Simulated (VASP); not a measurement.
Crystal: Pt.

```
Pt
1.0
    -1.58422    1.58422    1.58422
     1.58422   -1.58422    1.58422
     1.58422    1.58422   -1.58422
Pt
1
Direct
  0.00000 0.00000 0.00000
```

```yaml
Program: VASP 6.6.1
Task: relaxation of cell and atoms
Functional: PBEsol
Dispersion: D3(BJ)
Potentials_or_basis: VASP PAW PBE potentials, release 64 (Pt)
Cutoff: 600 eV
k_mesh: 12 × 12 × 12
Occupations: fermi-dirac, width 0.05 eV
Spin: no spin polarisation
```

At the start: pressure -18.7 GPa; volume 15.90 Å³/atom.

Where does the relaxation end?

Over 5 steps the energy falls by 72.2 meV/atom and the volume is 14.76 Å³/atom (-7.2 %); space group Im-3m (No. 229, to 0.05 Å).

The path:
```
step  energy change (eV)  largest force (eV/Å)  pressure (GPa)  volume (Å³)
   1              0.0000                0.0000          -18.73        15.90
   2              0.6892                0.0000          109.26        12.00
   3             -0.0717                0.0000           -1.71        14.85
   4             -0.0721                0.0000           -0.54        14.79
   5             -0.0722                0.0000            0.01        14.76
```

Final structure:
```
Pt
1.0
    -1.54536    1.54536    1.54536
     1.54536   -1.54536    1.54536
     1.54536    1.54536   -1.54536
Pt
1
Direct
  0.00000 0.00000 0.00000
```

Caveat: the PAW data sets were made with another functional, which shifts forces and pressure a little; pairwise dispersion overbinds metals, which lowers pressure and volume.
